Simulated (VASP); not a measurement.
# SiMo3 in VASP: further runs

SiMo3 is run at these levels: PBE; tasks: single point.

Program: VASP 6.6.1. These are calculated values, not measurements. Logs are shortened: lines on timing, memory, paths and dates and some standing lists are left out, and cuts for length are marked.

### Step 1. The cell of the first run

Symmetry: Pm-3m, No. 221, cubic system. The conventional cell has a = 4.536 Å, b = 4.536 Å, c = 4.536 Å, α = 90.00°, β = 90.00°, γ = 90.00°. Within 3.0 Å of Si (site symmetry m-3m) lie 6 Mo at 2.27 Å. Mo (site symmetry 4/mmm) has 2 Si at 2.27 Å within 3.0 Å.

The cell was built from a structure type or drawn by symmetry, and may not be a known phase.

### Step 2. Single point, PBE

INCAR

```
PREC     = Accurate       # precision mode
ENCUT    = 500            # plane-wave cutoff, eV
EDIFF    = 1E-6           # SCF threshold, eV
ISMEAR   = 0              # smearing method
SIGMA    = 0.2            # smearing width, eV
LREAL    = False          # projectors in reciprocal space
LASPH    = True           # aspherical terms in the spheres
NELM     = 120            # most SCF steps
ALGO     = Normal         # electronic algorithm
ISIF     = 2              # what is computed and relaxed
LWAVE    = False          # write WAVECAR
LCHARG   = False          # write CHGCAR
GGA      = PE             # functional
NBANDS   = 31             # bands
GGA_COMPAT= False
```

KPOINTS

```
regular mesh
0
Gamma
  5 5 5
```

POSCAR

```
SiMo3
1.0
    4.5361755026      0.0000000000      0.0000000000
    0.0000000000      4.5361755026      0.0000000000
    0.0000000000      0.0000000000      4.5361755026
Si Mo
1 3
Direct
    0.5000000000      0.5000000000      0.5000000000
    0.0000000000      0.5000000000      0.5000000000
    0.5000000000      0.0000000000      0.5000000000
    0.5000000000      0.5000000000      0.0000000000
```

Potentials or basis: VASP PAW PBE potentials, release 64 (Si, Mo_sv).

Command:

```bash
$ cat potpaw_PBE.64/Si/POTCAR potpaw_PBE.64/Mo_sv/POTCAR > POTCAR
$ mpirun -np 1 vasp_std > vasp.out
```

OUTCAR:

```text
PREC = Accurate
   ENCUT = 500
   EDIFF = 1E-6
   ISMEAR = 0
   LREAL = False
   LASPH = True
   NELM = 120
   ISIF = 2
   GGA = PE

 ion  position               nearest neighbor table
   1  0.500  0.500  0.500-   2 2.27   3 2.27   4 2.27   4 2.27   3 2.27   2 2.27
   2  0.000  0.500  0.500-   1 2.27   1 2.27   4 3.21   4 3.21   3 3.21   3 3.21   3 3.21   4 3.21
                             4 3.21   3 3.21
   3  0.500  0.000  0.500-   1 2.27   1 2.27   4 3.21   4 3.21   2 3.21   2 3.21   4 3.21   4 3.21
                             2 3.21   2 3.21
   4  0.500  0.500  0.000-   1 2.27   1 2.27   3 3.21   2 3.21   2 3.21   3 3.21   3 3.21   3 3.21
                             2 3.21   2 3.21

  LATTYP: Found a simple cubic cell.
 ALAT       =     4.5361755026

  Lattice vectors:

 A1 = (   4.5361755026,   0.0000000000,   0.0000000000)
 A2 = (   0.0000000000,   4.5361755026,   0.0000000000)
 A3 = (   0.0000000000,   0.0000000000,   4.5361755026)

Analysis of symmetry for initial positions (statically):
=====================================================================
 Subroutine PRICEL returns:
 Original cell was already a primitive cell.

 Routine SETGRP: Setting up the symmetry group for a
 simple cubic supercell.

 Subroutine GETGRP returns: Found 48 space group operations
 (whereof 48 operations were pure point group operations)
 out of a pool of 48 trial point group operations.

The static configuration has the point symmetry O_h .

Analysis of symmetry for dynamics (positions and initial velocities):
=====================================================================
 Subroutine PRICEL returns:
 Original cell was already a primitive cell.

 Routine SETGRP: Setting up the symmetry group for a
 simple cubic supercell.

 Subroutine GETGRP returns: Found 48 space group operations
 (whereof 48 operations were pure point group operations)
 out of a pool of 48 trial point group operations.

The dynamic configuration has the point symmetry O_h .

 Subroutine INISYM returns: Found 48 space group operations
 (whereof 48 operations are pure point group operations),
 and found     1 'primitive' translations

----------------------------------------------------------------------------------------

                                     Primitive cell

  volume of cell :      93.3404

  direct lattice vectors                    reciprocal lattice vectors
     4.536175503  0.000000000  0.000000000     0.220450024  0.000000000  0.000000000
     0.000000000  4.536175503  0.000000000     0.000000000  0.220450024  0.000000000
     0.000000000  0.000000000  4.536175503     0.000000000  0.000000000  0.220450024

  length of vectors
     4.536175503  4.536175503  4.536175503     0.220450024  0.220450024  0.220450024

  position of ions in fractional coordinates (direct lattice)
     0.500000000  0.500000000  0.500000000
     0.000000000  0.500000000  0.500000000
     0.500000000  0.000000000  0.500000000
     0.500000000  0.500000000  0.000000000

  ion indices of the primitive-cell ions
   primitive index   ion index
                 1           1
                 2           2
                 3           3
                 4           4

----------------------------------------------------------------------------------------

 KPOINTS: regular mesh

Automatic generation of k-mesh.
 Grid dimensions read from file:
 generate k-points for:    5    5    5

 Generating k-lattice:

  Cartesian coordinates                     Fractional coordinates (reciprocal lattice)
     0.044090005  0.000000000  0.000000000     0.200000000  0.000000000  0.000000000
     0.000000000  0.044090005  0.000000000     0.000000000  0.200000000  0.000000000
     0.000000000  0.000000000  0.044090005     0.000000000  0.000000000  0.200000000

  Length of vectors
     0.044090005  0.044090005  0.044090005

  Shift w.r.t. Gamma in fractional coordinates (k-lattice)
     0.000000000  0.000000000  0.000000000

 Subroutine IBZKPT returns following result:
 ===========================================

 Found     10 irreducible k-points:

 Following reciprocal coordinates:
            Coordinates               Weight
  0.000000  0.000000  0.000000      1.000000
  0.200000  0.000000  0.000000      6.000000
  0.400000  0.000000  0.000000      6.000000
  0.200000  0.200000  0.000000     12.000000
  0.400000  0.200000  0.000000     24.000000
  0.400000  0.400000  0.000000     12.000000
  0.200000  0.200000  0.200000      8.000000
  0.400000  0.200000  0.200000     24.000000
  0.400000  0.400000  0.200000     24.000000
  0.400000  0.400000  0.400000      8.000000
   k-points           NKPTS =     10   k-points in BZ     NKDIM =     10   number of bands    NBANDS=     31
   number of dos      NEDOS =    301   number of ions     NIONS =      4
   total plane-waves  NPLWV =  46656
   dimension x,y,z NGX =    36 NGY =   36 NGZ =   36
   dimension x,y,z NGXF=    72 NGYF=   72 NGZF=   72
   ions per type =               1   3
   NGX,Y,Z   is equivalent  to a cutoff of  13.19, 13.19, 13.19 a.u.
   NGXF,Y,Z  is equivalent  to a cutoff of  26.39, 26.39, 26.39 a.u.
 SYSTEM =  unknown system
   PREC   = accura    normal or accurate (medium, high low for compatibility)
   ISTART =      0    job   : 0-new  1-cont  2-samecut
   ICHARG =      2    charge: 1-file 2-atom 10-const
   ISPIN  =      1    spin polarized calculation?
   LNONCOLLINEAR =      F non collinear calculations
   LSORBIT =      F    spin-orbit coupling
   LASPH  =      T    aspherical Exc in radial PAW
   ENCUT  =  500.0 eV  36.75 Ry    6.06 a.u.   8.27  8.27  8.27*2*pi/ulx,y,z
   NELM   =    120;   NELMIN=  2; NELMDL= -5     # of ELM steps
   EDIFF  = 0.1E-05   stopping-criterion for ELM
   LREAL  =      F    real-space projection
   EDIFFG = 0.1E-04   stopping-criterion for IOM
   NSW    =      0    number of steps for IOM
   IBRION =     -1    ionic relax: 0-MD 1-quasi-New 2-CG
   NFREE  =      0    steps in history (QN), initial steepest desc. (CG)
   ISIF   =      2    stress and relaxation
   ISYM   =      2    0-nonsym 1-usesym 2-fastsym
   POTIM  = 0.5000    time-step for ionic-motion
   TEBEG  =    0.0;   TEEND  =   0.0 temperature during run
   PSTRESS=    0.0 pullay stress
   NELECT =      46.0000    total number of electrons
   NUPDOWN=      -1.0000    fix difference up-down
   EMIN   =  10.00;   EMAX   =-10.00  energy-range for DOS
   EFERMI =   0.00;   METHOD = LEGACY
   ISMEAR =     0;   SIGMA  =   0.20  broadening in eV -4-tet -1-fermi 0-gaus
   EFERMI_NEDOS =   21; number of points for ismear=-14 and -15
   IALGO  =     38    algorithm
   IMIX   =      4    mixing-type and parameters
     AMIX     =   0.40;   BMIX     =  1.00
     AMIX_MAG =   1.60;   BMIX_MAG =  1.00
  volume/ion in A,a.u.               =      23.34       157.47
  Fermi-wavevector in a.u.,A,eV,Ry     =   1.293116  2.443636 22.750979  1.672150
  Thomas-Fermi vector in A             =   2.424782
   LORBIT       =      0    0 simple, 1 ext, 2 COOP (PROOUT), +10 PAW based schemes
   GGA     = PE    functional components
   LHFCALC =     F    Hartree Fock is set to
   AEXX    =    0.0000 exact exchange contribution
   IVDW    =     0    specifies the selected vdW correction
   LEPSILON=     F    determine dielectric tensor
   LRPA    =     F    only Hartree local field effects (RPA)
 non-spin polarized calculation
 Gauss-broadening in eV      SIGMA  =   0.20
  energy-cutoff  :      500.00
  volume of cell :       93.34
 maximum number of plane-waves:      2393
 NGX is ok and might be reduce to    36
   NGX = 17   NGY = 17   NGZ = 17

 number of electron      46.0000018 magnetization

 Free energy of the ion-electron system (eV)
  ---------------------------------------------------
  ext. energy  EPLUGINS =         0.00000000
  ---------------------------------------------------
  free energy    TOTEN  =       -29.89530865 eV

  energy without entropy =      -29.74649526  energy(sigma->0) =      -29.82090195

 E-fermi :   5.7806     XC(G=0): -10.2719

 val. band max:        5.7658260413   @ k =   0.2000   0.0000   0.0000
 cond. band min:       5.7886801169   @ k =   0.4000   0.0000   0.0000
 fundamental gap:      0.0228540756
 Fermi energy:         5.7806250677

 k-point     1 :       0.0000    0.0000    0.0000
  band No.  band energies     occupation
      1     -55.0507      2.00000
      2     -55.0012      2.00000
      3     -55.0012      2.00000
      4     -29.2816      2.00000
      5     -29.2816      2.00000
      6     -29.2816      2.00000
[... 23 lines left out ...]
     30       8.2324      0.00000
     31       8.2324      0.00000

 k-point     2 :       0.2000    0.0000    0.0000
  band No.  band energies     occupation
      1     -55.0465      2.00000
      2     -55.0053      2.00000
      3     -55.0012      2.00000
      4     -29.2677      2.00000
      5     -29.2677      2.00000
      6     -29.2591      2.00000
[... 23 lines left out ...]
     30       8.6965      0.00000
     31       8.6965      0.00000

 k-point     3 :       0.4000    0.0000    0.0000
  band No.  band energies     occupation
      1     -55.0368      2.00000
      2     -55.0146      2.00000
      3     -55.0012      2.00000
      4     -29.2403      2.00000
      5     -29.2403      2.00000
      6     -29.2005      2.00000
[... 23 lines left out ...]
     30       9.4091      0.00000
     31       9.4091      0.00000

 k-point     4 :       0.2000    0.2000    0.0000
  band No.  band energies     occupation
      1     -55.0426      2.00000
      2     -55.0067      2.00000
      3     -55.0034      2.00000
      4     -29.2861      2.00000
      5     -29.2531      2.00000
      6     -29.2132      2.00000
[... 159 lines left out ...]
     30       8.9859      0.00000
     31      10.2276      0.00000

 k-point     9 :       0.4000    0.4000    0.2000
  band No.  band energies     occupation
      1     -55.0240      2.00000
      2     -55.0156      2.00000
      3     -55.0122      2.00000
      4     -29.3728      2.00000
      5     -29.1959      2.00000
      6     -29.1599      2.00000
[... 23 lines left out ...]
     30       8.9722      0.00000
     31       9.6929      0.00000

 k-point    10 :       0.4000    0.4000    0.4000
  band No.  band energies     occupation
      1     -55.0203      2.00000
      2     -55.0155      2.00000
      3     -55.0155      2.00000
      4     -29.4336      2.00000
      5     -29.1969      2.00000
      6     -29.1950      2.00000
[... 23 lines left out ...]
     30       8.8138      0.00000
     31       8.8138      0.00000

------------------------ aborting loop because EDIFF is reached ----------------------------------------

  FORCE on cell =-STRESS in cart. coord.  units (eV):
  Direction    XX          YY          ZZ          XY          YZ          ZX
  --------------------------------------------------------------------------------------
  -------------------------------------------------------------------------------------
  Total        0.4107002      0.4107002      0.4107002      0.0000000     -0.0000000      0.0000000
  in kB        7.0496235      7.0496235      7.0496235      0.0000000     -0.0000000      0.0000000
  external PRESSURE =       7.0496235 kB  Pullay stress =       0.0000000 kB

 VOLUME and BASIS-vectors are now :
 -----------------------------------------------------------------------------
  energy-cutoff  :      500.00
  volume of cell :       93.34
      direct lattice vectors                 reciprocal lattice vectors
     4.536175503  0.000000000  0.000000000     0.220450024  0.000000000  0.000000000
     0.000000000  4.536175503  0.000000000     0.000000000  0.220450024  0.000000000
     0.000000000  0.000000000  4.536175503     0.000000000  0.000000000  0.220450024

 POSITION                                       TOTAL-FORCE (eV/Angst)
 -----------------------------------------------------------------------------------
      2.26809      2.26809      2.26809         0.000000      0.000000      0.000000
      0.00000      2.26809      2.26809         0.000000      0.000000      0.000000
      2.26809      0.00000      2.26809         0.000000      0.000000      0.000000
      2.26809      2.26809      0.00000         0.000000      0.000000      0.000000
 -----------------------------------------------------------------------------------
    total drift:                                0.000000      0.000000      0.000000

  FREE ENERGIE OF THE ION-ELECTRON SYSTEM (eV)
  ---------------------------------------------------
  free  energy   TOTEN  =       -29.8953086528 eV

  energy  without entropy=      -29.7464952552  energy(sigma->0) =      -29.82090195
```

Wall time 30 s (1 thread of Intel Xeon Platinum 8259CL at 2.50GHz (Skylake/Cascade Lake), shared host); peak memory 0.2 GiB.

What came out:

```
Free energy            : -29.8953 eV
Pressure               : 0.7 GPa
Band gap on the k mesh : zero (bands 23 and 24 overlap by 0.73 eV)
```

Levels at points of the mesh, in eV from the Fermi level:
| k point | band 21 | band 22 | band 23 | band 24 | band 25 | band 26 |
| --- | --- | --- | --- | --- | --- | --- |
| (0.00, 0.00, 0.00) | -0.13 | -0.13 | -0.03 | -0.03 | 0.77 | 0.77 |

(Part 1 of 2 ends here.)
